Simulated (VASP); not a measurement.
Ag, 4 atoms in the cell. The structure is hexagonal, space group P6_3/mmc (No. 194). The conventional cell has a = 2.886 Å, b = 2.886 Å, c = 10.200 Å, α = 90.00°, β = 90.00°, γ = 120.00°. Within 3.8 Å of Ag (site symmetry -6m2) lie 12 Ag at 2.89 to 3.05 Å. Ag (site symmetry -3m) has 12 Ag at 2.89 to 3.05 Å within 3.8 Å. This isn't the form of Ag at room conditions, which is fcc. This cell differs from its parent crystal: zz strain of +2 %.

* Program: VASP 6.6.1
* Task: single point
* Functional: LDA
* Potentials or basis: VASP PAW LDA potentials, release 64 (Ag)
* Cutoff: 520 eV
* k mesh: 14 × 14 × 4
* Occupations: fermi-dirac, width 0.08 eV
* Spin: no spin polarisation
* Dipole correction: no
* Further INCAR settings: ALGO = Normal; EDIFF = 1e-06; NBANDS = 30

Potentials or basis: VASP PAW LDA potentials, release 64 (Ag).

Launch:

```sh
$ cat potpaw_LDA.64/Ag/POTCAR > POTCAR
$ mpirun -np 1 vasp_std > vasp.out
```

Hardware: 1 thread of Intel(R) Xeon(R) Platinum 8488C (Sapphire Rapids), with other jobs on the host.

Task: How long does it take, and how much memory?

Result: Run time: 96 s on 1 thread of Intel(R) Xeon(R) Platinum 8488C (Sapphire Rapids) (shared host), peak memory 0.24 GiB. Counts: scf iterations 11, k points 72.
